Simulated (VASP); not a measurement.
A run of VASP 6.6.1:

Contents of INCAR:

```
  PREC = Accurate
  ENCUT = 600
  EDIFF = 1E-6
  ISMEAR = 0
  SIGMA = 0.1
  LREAL = F
  LASPH = T
  NELM = 80
  ALGO = Normal
  ISIF = 3
  LWAVE = F
  LCHARG = F
  GGA = PE
  IBRION = 2
  NSW = 100
  EDIFFG = -0.01
```

File KPOINTS:

```
regular mesh
0
Gamma
  15 15 8
```

Contents of POSCAR:

```
BiH4
1.0
    3.2043719771      0.0000000000      0.0000000000
   -1.6021859886      2.7750675353      0.0000000000
    0.0000000000      0.0000000000      4.9929488355
Bi H
1 4
Direct
    0.0000000000      0.0000000000      0.0000000000
    0.5000000000      0.0000000000      0.5000000000
    0.0000000000      0.5000000000      0.5000000000
    0.5000000000      0.5000000000      0.5000000000
    0.0000000000      0.0000000000      0.5000000000
```

Potentials or basis: VASP PAW PBE potentials, release 64 (Bi_d, H).

Command:

```bash
$ cat potpaw_PBE.64/Bi_d/POTCAR potpaw_PBE.64/H/POTCAR > POTCAR
$ mpirun -np 1 vasp_std > vasp.out
```

Hardware: 1 thread of Oxide Virtual Turin-like Processor (shared host).

Problem. How long does it take, and how much memory?

Solution. Run time: 19 min on 1 thread of Oxide Virtual Turin-like Processor, on a shared host, peak memory 0.23 GiB. Counts: scf iterations 153, k points 135, ion steps 21.
